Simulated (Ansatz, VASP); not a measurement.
SnTe in VASP and in Ansatz

The input POSCAR:

```
SnTe
1.0
    0.0000000000      3.1508500000      3.1508500000
    3.1508500000      0.0000000000      3.1508500000
    3.1508500000      3.1508500000      0.0000000000
Te Sn
1 1
Direct
    0.5000000000      0.5000000000      0.5000000000
    0.0000000000      0.0000000000      0.0000000000
```

The input INCAR.step1:

```
SYSTEM = SnTe
PREC     = Accurate       ! precision mode
ENCUT    = 520            ! plane-wave cutoff, eV
EDIFF    = 1E-5           ! SCF threshold, eV
ISMEAR   = -1             ! smearing method
SIGMA    = 0.05           ! smearing width, eV
LREAL    = .False.        ! projectors in reciprocal space
LASPH    = .True.         ! aspherical terms in the spheres
NELM     = 150            ! most SCF steps
ALGO     = Normal         ! electronic algorithm
ISIF     = 2              ! what is computed and relaxed
LWAVE    = .True.         ! write WAVECAR
LCHARG   = .False.        ! write CHGCAR
MAGMOM   = 0 0 0 0 0 0    ! initial moments
LORBIT   = 11             ! projections on sites
LSORBIT  = .True.         ! spin-orbit coupling
GGA_COMPAT= .False.      
LORBMOM  = .True.       
GGA      = PE             ! functional
NBANDS   = 32             ! bands
```

The input INCAR.step2:

```
SYSTEM = SnTe
PREC     = Accurate       ! precision mode
ENCUT    = 520            ! plane-wave cutoff, eV
EDIFF    = 1E-6           ! SCF threshold, eV
ISMEAR   = -1             ! smearing method
SIGMA    = 0.05           ! smearing width, eV
LREAL    = .False.        ! projectors in reciprocal space
LASPH    = .True.         ! aspherical terms in the spheres
NELM     = 150            ! most SCF steps
ALGO     = Normal         ! electronic algorithm
ISIF     = 2              ! what is computed and relaxed
LWAVE    = .False.        ! write WAVECAR
LCHARG   = .False.        ! write CHGCAR
MAGMOM   = 0 0 0 0 0 0    ! initial moments
LORBIT   = 11             ! projections on sites
LSORBIT  = .True.         ! spin-orbit coupling
GGA_COMPAT= .False.      
LORBMOM  = .True.       
GGA      = PE             ! functional
LHFCALC  = .True.         ! exact exchange
AEXX     = 0.25           ! exact-exchange fraction
PRECFOCK = Normal       
ISTART   = 1            
NBANDS   = 32             ! bands
```

File KPOINTS:

```
Automatic mesh
0
Gamma
  3 3 3
  0 0 0
```

Contents of input.yaml:

```yaml
crystal:
  lattice:
    - [0.0, 3.15085, 3.15085]
    - [3.15085, 0.0, 3.15085]
    - [3.15085, 3.15085, 0.0]
  atoms:
    - { symbol: Te, position: [0.5, 0.5, 0.5] }
    - { symbol: Sn, position: [0.0, 0.0, 0.0] }
hamiltonian:
  xc: pbe0
  pseudopotentials: { kind: paw_fr }
magnetization:
  noncollinear: true
  spin_orbit: true
kpoints:
  mp_grid: { grid: [3, 3, 3] }
scf:
  occupations: { method: fermi_dirac, width: 0.05 }
output:
  forces: true
  stress: true
  eigenvalues: true
  write_density: true
  write_potential: true
  elf: true
  volumetric_format: npy
```

Alike in both runs: task single point; functional PBE0; k mesh 3 × 3 × 3; occupations fermi-dirac, width 0.05 eV; non-collinear spin, spin-orbit coupling.

|  | VASP | Ansatz |
| --- | --- | --- |
| version | VASP 6.6.1 | Ansatz 0.2.0 |
| potentials or method | VASP PAW PBE potentials, release 64 (Te, Sn_d) | Ansatz PAW |
| plane-wave cutoff (eV) | 520 | 420 |
| valence electrons in the cell | 20 | 30 |

|  | VASP | Ansatz | Ansatz less VASP |
| --- | --- | --- | --- |
| pressure (GPa) | 0.6 | 1.2 | +0.65 |
| net moment per atom (μB) | 0.00 | 0.00 | 0.000 |

VASP's potentials hold 20 valence electrons a cell and Ansatz's 30, so a difference there can come from the potentials and not from the codes.

The k mesh is coarse, so the values compare programs but aren't converged.
